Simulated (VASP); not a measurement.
# Ti12O in VASP: single point with PBE

Aim: the single point of Ti12O with PBE.

Program: VASP 6.6.1. These are calculated values, not measurements. Logs are shortened: lines on timing, memory, paths and dates and some standing lists are left out, and cuts for length are marked.

## 1. The cell of the first run

The cell holds a slab with vacuum, 13 atoms: a = 5.815 Å, b = 5.815 Å, c = 19.306 Å, α = 90.00°, β = 90.00°, γ = 90.00°.

## 2. Single point, PBE

Input file INCAR:

```
SYSTEM = Ti12O
PREC = Accurate ; ENCUT = 520
EDIFF = 1E-6 ; ISMEAR = 0
SIGMA = 0.1 ; LREAL = .False.
LASPH = .True. ; NELM = 100
ALGO = Normal ; ISIF = 2
LWAVE = .False. ; LCHARG = .False.
LDIPOL = .True. ; IDIPOL = 3
DIPOL = 0.5 0.5 0.320 ; GGA = PE
NBANDS = 87
```

Input file KPOINTS:

```
Automatic mesh
0
Gamma
  5 5 1
  0 0 0
```

Input file POSCAR:

```
Ti12O
1.0
    5.8150893847      0.0000000000      0.0000000000
    0.0000000000      5.8150893847      0.0000000000
    0.0000000000      0.0000000000     19.3059825436
Ti O
12 1
Direct
    0.2500000000      0.2500000000      0.2071896621
    0.2500000000      0.7500000000      0.2071896621
    0.7500000000      0.2500000000      0.2071896621
    0.7500000000      0.7500000000      0.2071896621
    0.0000000000      0.0000000000      0.3057583574
    0.0000000000      0.5000000000      0.3057583574
    0.5000000000      0.0000000000      0.3057583574
    0.5000000000      0.5000000000      0.3057583574
    0.2500000000      0.2500000000      0.4043297214
    0.2500000000      0.7500000000      0.4043297214
    0.7500000000      0.2500000000      0.4043297214
    0.7500000000      0.7500000000      0.4043297214
    0.3333333333      0.3333333333      0.4854878428
```

Potentials or basis: VASP PAW PBE potentials, release 64 (Ti_sv, O).

Command:

```sh
$ cat potpaw_PBE.64/Ti_sv/POTCAR potpaw_PBE.64/O/POTCAR > POTCAR
$ mpirun -np 1 vasp_std > vasp.out
```

OUTCAR:

```text
SYSTEM = Ti12O
   PREC = Accurate
   ENCUT = 520
   EDIFF = 1E-6
   ISMEAR = 0
   LREAL = .False.
   LASPH = .True.
   NELM = 100
   ISIF = 2
   GGA = PE

 ion  position               nearest neighbor table
   1  0.250  0.250  0.207-   5 2.80   6 2.80   7 2.80   8 2.80   2 2.91   3 2.91   2 2.91   3 2.91

   2  0.250  0.750  0.207-   5 2.80   6 2.80   7 2.80   8 2.80   1 2.91   4 2.91   1 2.91   4 2.91

   3  0.750  0.250  0.207-   5 2.80   6 2.80   7 2.80   8 2.80   1 2.91   4 2.91   4 2.91   1 2.91
[... 15 lines left out ...]
  11  0.750  0.250  0.404-   5 2.80   6 2.80   7 2.80   8 2.80   9 2.91  12 2.91  12 2.91   9 2.91

  12  0.750  0.750  0.404-   5 2.80   6 2.80   7 2.80   8 2.80  10 2.91  11 2.91  11 2.91  10 2.91

  13  0.333  0.333  0.485-   9 1.71

  LATTYP: Found a simple tetragonal cell.
 ALAT       =     5.8150893847
 C/A-ratio  =     3.3199803591

  Lattice vectors:

 A1 = (   5.8150893847,   0.0000000000,   0.0000000000)
 A2 = (   0.0000000000,   5.8150893847,   0.0000000000)
 A3 = (   0.0000000000,   0.0000000000,  19.3059825436)

Analysis of symmetry for initial positions (statically):
=====================================================================
 Subroutine PRICEL returns:
 Original cell was already a primitive cell.

 Routine SETGRP: Setting up the symmetry group for a
 simple tetragonal supercell.

 Subroutine GETGRP returns: Found  2 space group operations
 (whereof  2 operations were pure point group operations)
 out of a pool of 16 trial point group operations.

The static configuration has the point symmetry C_1h.

Analysis of symmetry for dynamics (positions and initial velocities):
=====================================================================
 Subroutine PRICEL returns:
 Original cell was already a primitive cell.

 Routine SETGRP: Setting up the symmetry group for a
 simple tetragonal supercell.

 Subroutine GETGRP returns: Found  2 space group operations
 (whereof  2 operations were pure point group operations)
 out of a pool of 16 trial point group operations.

The dynamic configuration has the point symmetry C_1h.

 Subroutine INISYM returns: Found  2 space group operations
 (whereof  2 operations are pure point group operations),
 and found     1 'primitive' translations

----------------------------------------------------------------------------------------

                                     Primitive cell

  volume of cell :     652.8369

  direct lattice vectors                    reciprocal lattice vectors
[... 115 lines left out ...]
  Fermi-wavevector in a.u.,A,eV,Ry     =   1.002698  1.894825 13.679355  1.005404
  Thomas-Fermi vector in A             =   2.135203
   LORBIT       =      0    0 simple, 1 ext, 2 COOP (PROOUT), +10 PAW based schemes
   GGA     = PE    functional components
   LHFCALC =     F    Hartree Fock is set to
   AEXX    =    0.0000 exact exchange contribution
   IVDW    =     0    specifies the selected vdW correction
   LEPSILON=     F    determine dielectric tensor
   LRPA    =     F    only Hartree local field effects (RPA)
 non-spin polarized calculation
 Gauss-broadening in eV      SIGMA  =   0.10
  energy-cutoff  :      520.00
  volume of cell :      652.84
 maximum number of plane-waves:     17596
 NGX is ok and might be reduce to    48
   NGX = 21   NGY = 21   NGZ = 71

 dipolmoment           0.000000      0.000000     -0.764387 electrons x Angstroem

 number of electron     150.0000048 magnetization

 dipolmoment           0.000000      0.000000      0.127317 electrons x Angstroem

 Free energy of the ion-electron system (eV)
  ---------------------------------------------------
  ext. energy  EPLUGINS =         0.00000000
  ---------------------------------------------------
  free energy    TOTEN  =       -94.98063818 eV

  energy without entropy =      -94.82935360  energy(sigma->0) =      -94.90499589

 E-fermi :   0.0317     XC(G=0):  -4.7426

 val. band max:        0.0231508389   @ k =   0.2000   0.0000   0.0000
 cond. band min:       0.0355482063   @ k =   0.4000   0.0000   0.0000
 fundamental gap:      0.0123973674
 Fermi energy:         0.0317303211

 k-point     1 :       0.0000    0.0000    0.0000
  band No.  band energies     occupation
      1     -56.8864      2.00000
      2     -56.8656      2.00000
      3     -56.8040      2.00000
      4     -56.7634      2.00000
      5     -56.7077      2.00000
      6     -56.7050      2.00000
[... 799 lines left out ...]
     86       0.9034      0.00000
     87       1.0050      0.00000

------------------------ aborting loop because EDIFF is reached ----------------------------------------

 vacuum level on the upper side and lower side of the slab       (xc-potential included)         0.214        -0.483

  FORCE on cell =-STRESS in cart. coord.  units (eV):
  Direction    XX          YY          ZZ          XY          YZ          ZX
  --------------------------------------------------------------------------------------
  -------------------------------------------------------------------------------------
  Total       -3.4197090     -3.4197090      1.9761510      0.3746579      0.6047162      0.6047127
  in kB       -8.3925711     -8.3925711      4.8498245      0.9194769      1.4840806      1.4840720
  external PRESSURE =      -3.9784392 kB  Pullay stress =       0.0000000 kB

 VOLUME and BASIS-vectors are now :
 -----------------------------------------------------------------------------
  energy-cutoff  :      520.00
  volume of cell :      652.84
      direct lattice vectors                 reciprocal lattice vectors
     5.815089385  0.000000000  0.000000000     0.171966402  0.000000000  0.000000000
     0.000000000  5.815089385  0.000000000     0.000000000  0.171966402  0.000000000
     0.000000000  0.000000000 19.305982544     0.000000000  0.000000000  0.051797416

 POSITION                                       TOTAL-FORCE (eV/Angst)
 -----------------------------------------------------------------------------------
      1.45377      1.45377      4.00000         0.016077      0.016077     -0.055209
      1.45377      4.36132      4.00000        -0.009374      0.019042      0.041569
      4.36132      1.45377      4.00000         0.019042     -0.009374      0.041569
      4.36132      4.36132      4.00000         0.009990      0.009990      0.181872
      0.00000      0.00000      5.90297        -0.089260     -0.089260     -0.316998
      0.00000      2.90754      5.90297        -0.122869      0.085101     -0.286486
      2.90754      0.00000      5.90297         0.085101     -0.122869     -0.286486
      2.90754      2.90754      5.90297         0.092465      0.092465     -0.484829
      1.45377      1.45377      7.80598         0.056051      0.056051      0.571672
      1.45377      4.36132      7.80598        -0.055655     -0.610182      0.362880
      4.36132      1.45377      7.80598        -0.610182     -0.055655      0.362880
      4.36132      4.36132      7.80598         0.177433      0.177433     -0.296488
      1.93836      1.93836      9.37282         0.431182      0.431182      0.164056
 -----------------------------------------------------------------------------------
    total drift:                               -0.000029     -0.000029     -0.000462

  FREE ENERGIE OF THE ION-ELECTRON SYSTEM (eV)
  ---------------------------------------------------
  free  energy   TOTEN  =       -94.9806381781 eV

  energy  without entropy=      -94.8293536025  energy(sigma->0) =      -94.90499589

 vacuum level on the upper side and lower side of the slab         4.431         3.709
```

OSZICAR:

```text
N       E                     dE             d eps       ncg     rms          rms(c)
DAV:   1     0.190819272520E+04    0.19082E+04   -0.80512E+04  1910   0.170E+03
DAV:   2     0.190110772803E+03   -0.17181E+04   -0.16924E+04  1634   0.546E+02
DAV:   3    -0.609423869902E+02   -0.25105E+03   -0.24454E+03  2477   0.177E+02
[... 26 lines left out ...]
DAV:  30    -0.949805901260E+02   -0.48195E-04   -0.66907E-06  1548   0.131E-02    0.417E-03
DAV:  31    -0.949806255485E+02   -0.35422E-04   -0.20509E-06  1124   0.610E-03    0.250E-03
DAV:  32    -0.949806324180E+02   -0.68695E-05   -0.78534E-07  1100   0.327E-03    0.136E-03
DAV:  33    -0.949806365108E+02   -0.40928E-05   -0.40359E-07  1028   0.267E-03    0.678E-04
DAV:  34    -0.949806380299E+02   -0.15192E-05   -0.27150E-07  1052   0.193E-03    0.478E-04
DAV:  35    -0.949806381781E+02   -0.14816E-06   -0.11936E-07   996   0.157E-03
   1 F= -.94980638E+02 E0= -.94904996E+02  d E =-.151285E+00
```

stdout:

```text
POSCAR found type information on POSCAR TiO
 POSCAR found :  2 types and      13 ions
 scaLAPACK will be used
 LDA part: xc-table for (Slater+PW92), standard interpolation
 POSCAR, INCAR and KPOINTS ok, starting setup
 FFT: planning ... GRIDC
 FFT: planning ... GRID_SOFT
 FFT: planning ... GRID
 WAVECAR not read
 entering main loop
```

Wall time 31 min (1 thread of Oxide Virtual Turin-like, shared host); peak memory 0.82 GiB.

What came out:

```yaml
Free_energy: -94.9806 eV
Largest_force: 0.712 eV/Å
Band_gap_on_the_k_mesh: zero (bands 75 and 76 overlap by 0.24 eV)
```

Forces in eV/Å, atoms in the order of the input:
```
Ti   0.016  0.016 -0.055
Ti  -0.009  0.019  0.042
Ti   0.019 -0.009  0.042
Ti   0.010  0.010  0.182
Ti  -0.089 -0.089 -0.317
Ti  -0.123  0.085 -0.286
Ti   0.085 -0.123 -0.286
Ti   0.092  0.092 -0.485
Ti   0.056  0.056  0.572
Ti  -0.056 -0.610  0.363
Ti  -0.610 -0.056  0.363
Ti   0.177  0.177 -0.296
O    0.431  0.431  0.164
```

Levels at points of the mesh, in eV from the Fermi level:
```
           k point  band 71  band 72  band 73  band 74  band 75  band 76  band 77  band 78
(0.00, 0.00, 0.00)    -0.14    -0.14    -0.02     0.00     0.09     0.32     0.34     0.57
```
